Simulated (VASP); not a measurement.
Here is a VASP 6.6.1 calculation.

INCAR

```
SYSTEM = Si4Se3
  PREC = Accurate
  ENCUT = 520
  EDIFF = 1E-6
  ISMEAR = 0
  SIGMA = 0.1
  LREAL = .False.
  LASPH = .True.
  NELM = 60
  ALGO = Normal
  ISIF = 2
  LWAVE = .False.
  LCHARG = .False.
  GGA = PE
  NBANDS = 26
```

KPOINTS

```
Automatic mesh
0
Gamma
  6 6 6
  0 0 0
```

File POSCAR:

```
Si4Se3
1.0
   -3.4924151075      3.4924151075      3.8921276672
    3.4924151075     -3.4924151075      3.8921276672
    3.4924151075      3.4924151075     -3.8921276672
Si Se
4 3
Direct
    0.8995681115      0.1425218276      0.2429537161
    0.8995681115      0.6566143954      0.7570462839
    0.1425218276      0.8995681115      0.2429537161
    0.6566143954      0.8995681115      0.7570462839
    0.6873213940      0.1873213940      0.5000000000
    0.1873213940      0.6873213940      0.5000000000
    0.6434974260      0.6434974260      0.0000000000
```

Potentials or basis: VASP PAW PBE potentials, release 64 (Si, Se).

Command:

```console
$ cat potpaw_PBE.64/Si/POTCAR potpaw_PBE.64/Se/POTCAR > POTCAR
$ mpirun -np 1 vasp_std > vasp.out
```

**Question.** What does it give for the pressure?

**Answer.** 0.0 GPa.

**Question.** Estimate the largest force.

**Answer.** 0.016 eV/Å.

**Question.** Predict the band gap on the k mesh.

**Answer.** Zero (bands 17 and 18 overlap by 0.58 eV).

Forces in eV/Å, atoms in the order of the input:
```
Si   0.005  0.000  0.005
Si  -0.005  0.000  0.005
Si   0.000  0.005  0.005
Si   0.000 -0.005  0.005
Se   0.000  0.000 -0.002
Se   0.000  0.000 -0.002
Se   0.000  0.000 -0.016
```
